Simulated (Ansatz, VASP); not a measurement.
## Ba in VASP and in Ansatz

```
Ba
1.0
    -2.50000    2.50000    2.50000
     2.50000   -2.50000    2.50000
     2.50000    2.50000   -2.50000
Ba
1
Direct
  0.00000 0.00000 0.00000
```

Alike in both runs: task single point; functional PBE; k mesh 10 × 10 × 10; occupations fermi-dirac, width 0.05 eV; no spin polarisation.

|  | VASP | Ansatz |
| --- | --- | --- |
| version | VASP 6.6.1 | Ansatz 0.2.0 |
| potentials or method | VASP PAW PBE potentials, release 64 (Ba_sv), cutoff 520 eV | all-electron LAPW, non-relativistic |

Ansatz gave:

```
pressure (GPa) : 0.0
```

Q: Which values does VASP return?

A: Pressure (GPa): 0.2.

Ansatz ran all-electron here, and VASP with PAW potentials.

Spin-orbit coupling is off throughout.
